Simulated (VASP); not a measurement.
# SnO2 (P4_2/mnm) in VASP: a series of runs

SnO2 is run at these levels: r2SCAN; tasks: single point.

Everything below comes from runs of VASP 6.6.1. Logs are shortened: lines on timing, memory, paths and dates and some standing lists are left out, and cuts for length are marked.

### 1 The cell of the first run

Symmetry: P4_2/mnm, No. 136, tetragonal system. Conventional cell: a = 4.760 Å, b = 4.760 Å, c = 3.201 Å, α = 90.00°, β = 90.00°, γ = 90.00°. Sn (site symmetry mmm) has 6 O at 2.06 to 2.07 Å within 2.7 Å. Within 2.7 Å of O (site symmetry m2m) lie 3 Sn at 2.06 to 2.07 Å and 1 O at 2.61 Å.

### 2 Single point, r2SCAN

POSCAR reads:

```
SnO2
1.0
    4.7602164794      0.0000000000      0.0000000000
    0.0000000000      4.7602164794      0.0000000000
    0.0000000000      0.0000000000      3.2005650981
Sn O
2 4
Direct
    0.0000000000      0.0000000000      0.0000000000
    0.5000000000      0.5000000000      0.5000000000
    0.3058934983      0.3058934983      0.0000000000
    0.1941065017      0.8058934983      0.5000000000
    0.6941065017      0.6941065017      0.0000000000
    0.8058934983      0.1941065017      0.5000000000
```

INCAR.step1 reads:

```
SYSTEM = SnO2
  ALGO = Normal
  EDIFF = 1E-4
  ENCUT = 520
  GGA = PE
  ISMEAR = 0
  LASPH = .True.
  LCHARG = .False.
  LREAL = .False.
  LWAVE = .True.
  NBANDS = 35
  NELM = 60
  PREC = Accurate
  SIGMA = 0.05
```

INCAR.step2 reads:

```
SYSTEM = SnO2
  ALGO = Normal
  EDIFF = 1E-7
  ENCUT = 520
  ISIF = 2
  ISMEAR = 0
  ISTART = 1
  LASPH = .True.
  LCHARG = .True.
  LELF = .True.
  LMIXTAU = .True.
  LREAL = .False.
  LVHAR = .True.
  LWAVE = .False.
  METAGGA = R2SCAN
  NBANDS = 35
  NELM = 60
  PREC = Accurate
  SIGMA = 0.05
```

KPOINTS reads:

```
k-points
0
Gamma
  6 6 8
  0 0 0
```

Potentials or basis: VASP PAW PBE potentials, release 64 (Sn_d, O).

Command:

```bash
cat potpaw_PBE.64/Sn_d/POTCAR potpaw_PBE.64/O/POTCAR > POTCAR
cp INCAR.step1 INCAR
mpirun -np 1 vasp_std > vasp.out
cp INCAR.step2 INCAR
mpirun -np 1 vasp_std > vasp.out
```

OUTCAR:

```text
SYSTEM = SnO2
   EDIFF = 1E-7
   ENCUT = 520
   ISIF = 2
   ISMEAR = 0
   ISTART = 1
   LASPH = .True.
   LREAL = .False.
   METAGGA = R2SCAN
   NELM = 60
   PREC = Accurate

 ion  position               nearest neighbor table
   1  0.000  0.000  0.000-   3 2.06   5 2.06   4 2.07   6 2.07   4 2.07   6 2.07   2 3.73   2 3.73
                             2 3.73   2 3.73   2 3.73   2 3.73   2 3.73   2 3.73
   2  0.500  0.500  0.500-   4 2.06   6 2.06   5 2.07   3 2.07   3 2.07   5 2.07   1 3.73   1 3.73
                             1 3.73   1 3.73   1 3.73   1 3.73   1 3.73   1 3.73
   3  0.306  0.306  0.000-   1 2.06   2 2.07   2 2.07
   4  0.194  0.806  0.500-   2 2.06   1 2.07   1 2.07
   5  0.694  0.694  0.000-   1 2.06   2 2.07   2 2.07
   6  0.806  0.194  0.500-   2 2.06   1 2.07   1 2.07

  LATTYP: Found a simple tetragonal cell.
 ALAT       =     4.7602164794
 C/A-ratio  =     0.6723570476

  Lattice vectors:

 A1 = (   4.7602164794,   0.0000000000,   0.0000000000)
 A2 = (   0.0000000000,   4.7602164794,   0.0000000000)
 A3 = (   0.0000000000,   0.0000000000,   3.2005650981)

Analysis of symmetry for initial positions (statically):
=====================================================================
 Subroutine PRICEL returns:
 Original cell was already a primitive cell.

 Routine SETGRP: Setting up the symmetry group for a
 simple tetragonal supercell.

 Subroutine GETGRP returns: Found 16 space group operations
 (whereof  8 operations were pure point group operations)
 out of a pool of 16 trial point group operations.

The static configuration has the point symmetry D_2h.
 The point group associated with its full space group is D_4h.

Analysis of symmetry for dynamics (positions and initial velocities):
=====================================================================
 Subroutine PRICEL returns:
 Original cell was already a primitive cell.

 Routine SETGRP: Setting up the symmetry group for a
 simple tetragonal supercell.

 Subroutine GETGRP returns: Found 16 space group operations
 (whereof  8 operations were pure point group operations)
 out of a pool of 16 trial point group operations.

The dynamic configuration has the point symmetry D_2h.
 The point group associated with its full space group is D_4h.

 Subroutine INISYM returns: Found 16 space group operations
 (whereof  8 operations are pure point group operations),
 and found     1 'primitive' translations

----------------------------------------------------------------------------------------

                                     Primitive cell

  volume of cell :      72.5237

  direct lattice vectors                    reciprocal lattice vectors
     4.760216479  0.000000000  0.000000000     0.210074480  0.000000000  0.000000000
     0.000000000  4.760216479  0.000000000     0.000000000  0.210074480  0.000000000
     0.000000000  0.000000000  3.200565098     0.000000000  0.000000000  0.312444824

  length of vectors
     4.760216479  4.760216479  3.200565098     0.210074480  0.210074480  0.312444824

  position of ions in fractional coordinates (direct lattice)
     0.000000000  0.000000000  0.000000000
     0.500000000  0.500000000  0.500000000
     0.305893498  0.305893498  0.000000000
     0.194106502  0.805893498  0.500000000
     0.694106502  0.694106502  0.000000000
     0.805893498  0.194106502  0.500000000

  ion indices of the primitive-cell ions
   primitive index   ion index
                 1           1
                 2           2
                 3           3
                 4           4
                 5           5
                 6           6

----------------------------------------------------------------------------------------

 KPOINTS: k-points

Automatic generation of k-mesh.
 Grid dimensions read from file:
 generate k-points for:    6    6    8

 Generating k-lattice:

  Cartesian coordinates                     Fractional coordinates (reciprocal lattice)
     0.035012413  0.000000000  0.000000000     0.166666667  0.000000000  0.000000000
     0.000000000  0.035012413  0.000000000     0.000000000  0.166666667  0.000000000
     0.000000000  0.000000000  0.039055603     0.000000000  0.000000000  0.125000000

  Length of vectors
     0.035012413  0.035012413  0.039055603

  Shift w.r.t. Gamma in fractional coordinates (k-lattice)
     0.000000000  0.000000000  0.000000000

 Subroutine IBZKPT returns following result:
 ===========================================

 Found     50 irreducible k-points:

 Following reciprocal coordinates:
            Coordinates               Weight
  0.000000  0.000000  0.000000      1.000000
  0.166667  0.000000  0.000000      4.000000
  0.333333  0.000000  0.000000      4.000000
  0.500000  0.000000  0.000000      2.000000
  0.166667  0.166667  0.000000      4.000000
  0.333333  0.166667  0.000000      8.000000
[... 16 lines left out ...]
  0.333333  0.000000  0.250000      8.000000
  0.500000  0.000000  0.250000      4.000000
 [... further k-points ...]
   k-points           NKPTS =     50   k-points in BZ     NKDIM =     50   number of bands    NBANDS=     35
   number of dos      NEDOS =    301   number of ions     NIONS =      6
   total plane-waves  NPLWV =  31104
   dimension x,y,z NGX =    36 NGY =   36 NGZ =   24
   dimension x,y,z NGXF=    72 NGYF=   72 NGZF=   48
   ions per type =               2   4
   NGX,Y,Z   is equivalent  to a cutoff of  12.57, 12.57, 12.47 a.u.
   NGXF,Y,Z  is equivalent  to a cutoff of  25.15, 25.15, 24.93 a.u.
 SYSTEM =  SnO2
   PREC   = accura    normal or accurate (medium, high low for compatibility)
   ISTART =      1    job   : 0-new  1-cont  2-samecut
   ICHARG =      0    charge: 1-file 2-atom 10-const
   ISPIN  =      1    spin polarized calculation?
   LNONCOLLINEAR =      F non collinear calculations
   LSORBIT =      F    spin-orbit coupling
   LASPH  =      T    aspherical Exc in radial PAW
   ENCUT  =  520.0 eV  38.22 Ry    6.18 a.u.   8.85  8.85  5.95*2*pi/ulx,y,z
   NELM   =     60;   NELMIN=  2; NELMDL=  0     # of ELM steps
   EDIFF  = 0.1E-06   stopping-criterion for ELM
   LREAL  =      F    real-space projection
   EDIFFG = 0.1E-05   stopping-criterion for IOM
   NSW    =      0    number of steps for IOM
   IBRION =     -1    ionic relax: 0-MD 1-quasi-New 2-CG
   NFREE  =      0    steps in history (QN), initial steepest desc. (CG)
   ISIF   =      2    stress and relaxation
   ISYM   =      2    0-nonsym 1-usesym 2-fastsym
   POTIM  = 0.5000    time-step for ionic-motion
   TEBEG  =    0.0;   TEEND  =   0.0 temperature during run
   PSTRESS=    0.0 pullay stress
   NELECT =      52.0000    total number of electrons
   NUPDOWN=      -1.0000    fix difference up-down
   EMIN   =  10.00;   EMAX   =-10.00  energy-range for DOS
   EFERMI =   0.00;   METHOD = LEGACY
   ISMEAR =     0;   SIGMA  =   0.05  broadening in eV -4-tet -1-fermi 0-gaus
   EFERMI_NEDOS =   21; number of points for ismear=-14 and -15
   IALGO  =     38    algorithm
   IMIX   =      4    mixing-type and parameters
     AMIX     =   0.40;   BMIX     =  1.00
     AMIX_MAG =   1.60;   BMIX_MAG =  1.00
  volume/ion in A,a.u.               =      12.09        81.57
  Fermi-wavevector in a.u.,A,eV,Ry     =   1.465264  2.768948 29.211695  2.146999
  Thomas-Fermi vector in A             =   2.581142
   LORBIT       =      0    0 simple, 1 ext, 2 COOP (PROOUT), +10 PAW based schemes
   METAGGA = R2SCAN    functional components
   LHFCALC =     F    Hartree Fock is set to
   AEXX    =    0.0000 exact exchange contribution
   IVDW    =     0    specifies the selected vdW correction
   LEPSILON=     F    determine dielectric tensor
   LRPA    =     F    only Hartree local field effects (RPA)
 non-spin polarized calculation
 Gauss-broadening in eV      SIGMA  =   0.05
  energy-cutoff  :      520.00
  volume of cell :       72.52
 maximum number of plane-waves:      1992
 NGX is ok and might be reduce to    36
   NGX = 17   NGY = 17   NGZ = 11

 number of electron      52.0000003 magnetization

 Free energy of the ion-electron system (eV)
  ---------------------------------------------------
  ext. energy  EPLUGINS =         0.00000000
  ---------------------------------------------------
  free energy    TOTEN  =       -84.62958007 eV

  energy without entropy =      -84.62958007  energy(sigma->0) =      -84.62958007

 E-fermi :   5.8675     XC(G=0): -11.9691

 val. band max:        5.5568631664   @ k =   0.0000   0.0000   0.0000
 cond. band min:       7.3504169780   @ k =   0.0000   0.0000   0.0000
 fundamental gap:      1.7935538116
 Fermi energy:         5.8675068748

 k-point     1 :       0.0000    0.0000    0.0000
  band No.  band energies     occupation
      1     -16.1804      2.00000
      2     -15.2673      2.00000
      3     -14.9672      2.00000
      4     -14.9672      2.00000
      5     -14.9449      2.00000
      6     -14.9062      2.00000
[... 27 lines left out ...]
     34      18.6532      0.00000
     35      18.9969      0.00000

 k-point     2 :       0.1667    0.0000    0.0000
  band No.  band energies     occupation
      1     -16.1333      2.00000
      2     -15.3266      2.00000
      3     -14.9656      2.00000
      4     -14.9656      2.00000
      5     -14.9468      2.00000
      6     -14.9460      2.00000
[... 27 lines left out ...]
     34      18.6166      0.00000
     35      18.9444      0.00000

 k-point     3 :       0.3333    0.0000    0.0000
  band No.  band energies     occupation
      1     -15.9953      2.00000
      2     -15.5261      2.00000
      3     -14.9720      2.00000
      4     -14.9623      2.00000
      5     -14.9622      2.00000
      6     -14.9531      2.00000
[... 27 lines left out ...]
     34      18.6105      0.00000
     35      18.8820      0.00000
[... 723 lines left out ...]
 k-point    23 :       0.3333    0.0000    0.2500
  band No.  band energies     occupation
      1     -15.8842      2.00000
      2     -15.7232      2.00000
      3     -15.3390      2.00000
      4     -15.0578      2.00000
      5     -14.8459      2.00000
      6     -14.8406      2.00000
[... 27 lines left out ...]
     34      18.6108      0.00000
     35      18.8357      0.00000

 k-point    24 :       0.5000    0.0000    0.2500
  band No.  band energies     occupation
      1     -15.8272      2.00000
      2     -15.8272      2.00000
      3     -15.1869      2.00000
      4     -15.1869      2.00000
      5     -14.8384      2.00000
      6     -14.8384      2.00000
[... 27 lines left out ...]
     34      18.8054      0.00000
     35      19.0982      0.00000

 [... further k-points ...]

------------------------ aborting loop because EDIFF is reached ----------------------------------------

  FORCE on cell =-STRESS in cart. coord.  units (eV):
  Direction    XX          YY          ZZ          XY          YZ          ZX
  --------------------------------------------------------------------------------------
  -------------------------------------------------------------------------------------
  Total        0.4120385      0.4120385      0.6513051     -0.0000000      0.0000000      0.0000000
  in kB        9.1026601      9.1026601     14.3884829     -0.0000000      0.0000000      0.0000000
  external PRESSURE =      10.8646010 kB  Pullay stress =       0.0000000 kB

 VOLUME and BASIS-vectors are now :
 -----------------------------------------------------------------------------
  energy-cutoff  :      520.00
  volume of cell :       72.52
      direct lattice vectors                 reciprocal lattice vectors
     4.760216479  0.000000000  0.000000000     0.210074480  0.000000000  0.000000000
     0.000000000  4.760216479  0.000000000     0.000000000  0.210074480  0.000000000
     0.000000000  0.000000000  3.200565098     0.000000000  0.000000000  0.312444824

 POSITION                                       TOTAL-FORCE (eV/Angst)
 -----------------------------------------------------------------------------------
      0.00000      0.00000      0.00000        -0.000000      0.000000      0.000000
      2.38011      2.38011      1.60028        -0.000000      0.000000      0.000000
      1.45612      1.45612      0.00000        -0.017948     -0.017948     -0.000000
      0.92399      3.83623      1.60028         0.017948     -0.017948      0.000000
      3.30410      3.30410      0.00000         0.017948      0.017948      0.000000
      3.83623      0.92399      1.60028        -0.017948      0.017948      0.000000
 -----------------------------------------------------------------------------------
    total drift:                                0.000000      0.000000      0.000000

  FREE ENERGIE OF THE ION-ELECTRON SYSTEM (eV)
  ---------------------------------------------------
  free  energy   TOTEN  =       -84.6295800652 eV

  energy  without entropy=      -84.6295800652  energy(sigma->0) =      -84.62958007
```

Run time: 4.6 min. Hardware: 1 thread of AMD EPYC 9R45 (Zen 5), shared host; peak memory 0.21 GiB.

What came out:

| Quantity | Value |
| --- | --- |
| Free energy | -84.6296 eV |
| Pressure | 1.1 GPa |
| Largest force | 0.025 eV/Å |
| Band gap on the k mesh | 1.79 eV |

Forces in eV/Å, atoms in the order of the input:
```
Sn   0.000  0.000  0.000
Sn   0.000  0.000  0.000
O   -0.018 -0.018  0.000
O    0.018 -0.018  0.000
O    0.018  0.018  0.000
O   -0.018  0.018  0.000
```

Levels at points of the mesh, in eV from the valence-band top:
| k point | band 24 | band 25 | band 26 | band 27 | band 28 | band 29 |
| --- | --- | --- | --- | --- | --- | --- |
| (0.00, 0.00, 0.00) | -0.78 | -0.78 | 0.00 | 1.79 | 6.81 | 7.05 |
| (0.50, 0.00, 0.00) | -1.17 | -0.62 | -0.62 | 5.00 | 5.00 | 7.81 |
| (0.50, 0.50, 0.00) | -1.30 | -0.92 | -0.92 | 5.44 | 5.44 | 8.22 |
| (0.00, 0.00, 0.50) | -1.67 | -1.27 | -1.27 | 6.87 | 6.87 | 10.53 |
| (0.50, 0.00, 0.50) | -1.11 | -0.69 | -0.69 | 7.15 | 7.15 | 8.85 |
| (0.50, 0.50, 0.50) | -0.96 | -0.85 | -0.85 | 5.52 | 5.52 | 9.65 |

Caveat: the PAW data sets were made with another functional, which shifts forces and pressure a little; spin-orbit coupling is left out, which moves the levels of the heavy elements. r2SCAN opens gaps a little over a GGA but as a rule still falls short of measured ones.

### 3 Single point, r2SCAN

POSCAR is that of step 2.

INCAR.step1 reads:

```
ALGO = Normal
EDIFF = 1E-4
ENCUT = 520
GGA = PE
ISMEAR = 0
LASPH = True
LCHARG = False
LREAL = False
LWAVE = True
NBANDS = 35
NELM = 60
PREC = Accurate
SIGMA = 0.05
```

INCAR.step2 reads:

```
ALGO = Normal
EDIFF = 1E-7
ENCUT = 520
ISIF = 2
ISMEAR = 0
ISTART = 1
LASPH = True
LCHARG = False
LMIXTAU = True
LREAL = False
LWAVE = False
METAGGA = R2SCAN
NBANDS = 35
NELM = 60
PREC = Accurate
SIGMA = 0.05
```

KPOINTS reads:

```
k-points
0
Gamma
  6 6 10
```

Potentials or basis: VASP PAW PBE potentials, release 64 (Sn_d, O).

Command:

```bash
cat potpaw_PBE.64/Sn_d/POTCAR potpaw_PBE.64/O/POTCAR > POTCAR
cp INCAR.step1 INCAR
mpirun -np 1 vasp_std > vasp.out
cp INCAR.step2 INCAR
mpirun -np 1 vasp_std > vasp.out
```

It took 6 min on 1 thread of AMD EPYC 9R45 (Zen 5), shared host; peak memory 0.23 GiB.

The run converged. Its results:

* Free energy: -84.6296 eV
* Pressure: 1.1 GPa
* Largest force: 0.025 eV/Å
* Band gap on the k mesh: 1.79 eV

Forces on the atoms (eV/Å):
```
Sn   0.000  0.000  0.000
Sn   0.000  0.000  0.000
O   -0.018 -0.018  0.000
O    0.018 -0.018  0.000
O    0.018  0.018  0.000
O   -0.018  0.018  0.000
```

Stress tensor (GPa, compression positive):
```
0.91 0.00 0.00
0.00 0.91 0.00
0.00 0.00 1.44
```

Levels at points of the mesh, in eV from the valence-band top:
| k point | band 24 | band 25 | band 26 | band 27 | band 28 | band 29 |
| --- | --- | --- | --- | --- | --- | --- |
| (0.00, 0.00, 0.00) | -0.78 | -0.78 | 0.00 | 1.79 | 6.81 | 7.05 |
| (0.50, 0.00, 0.00) | -1.17 | -0.62 | -0.62 | 5.00 | 5.00 | 7.81 |
| (0.50, 0.50, 0.00) | -1.30 | -0.92 | -0.92 | 5.44 | 5.44 | 8.22 |
| (0.00, 0.00, 0.50) | -1.67 | -1.27 | -1.27 | 6.87 | 6.87 | 10.53 |
| (0.50, 0.00, 0.50) | -1.11 | -0.69 | -0.69 | 7.15 | 7.15 | 8.85 |
| (0.50, 0.50, 0.50) | -0.96 | -0.85 | -0.85 | 5.52 | 5.52 | 9.65 |

Caveat: the PAW data sets were made with another functional, which shifts forces and pressure a little; spin-orbit coupling is left out, which moves the levels of the heavy elements.
